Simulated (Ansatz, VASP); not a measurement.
**Two plane-wave programs on Sn3Ge2**

```
Sn Ge
1.0
    -1.64256    1.64256   11.45931
     1.64256   -1.64256   11.45931
     1.64256    1.64256  -11.45931
Sn Ge
3 2
Direct
  0.80837 0.80837 0.00000
  0.00000 0.00000 0.00000
  0.19163 0.19163 0.00000
  0.40190 0.40190 0.00000
  0.59810 0.59810 0.00000
```

Alike in both runs: functional PBE; k mesh 8 × 8 × 8; occupations gaussian, width 0.1 eV; no spin polarisation.

Ansatz relaxed the structure, and its values are those at the end. VASP's run is a single point on that final structure, the one shown.

```csv
,VASP,Ansatz
version,VASP 6.6.1,Ansatz 0.2.0
potentials or method,"VASP PAW PBE potentials, release 64 (Sn_d, Ge_d), cutoff 520 eV","scalar-relativistic, plane waves, PAW"
valence electrons in the cell,70,70
```

|  | VASP | Ansatz | Ansatz less VASP |
| --- | --- | --- | --- |
| gap on the k mesh at the Fermi level (eV) | none | none | - |
| pressure (GPa) | -0.1 | 0.0 | +0.07 |
| rms of the force components (eV/Å) | 0.010 | 0.009 | -0.0006 |

A gap of «none» marks a metal or a gap that the smearing closes. The functional is the same, so the differences come from potentials, cutoffs and numerics.
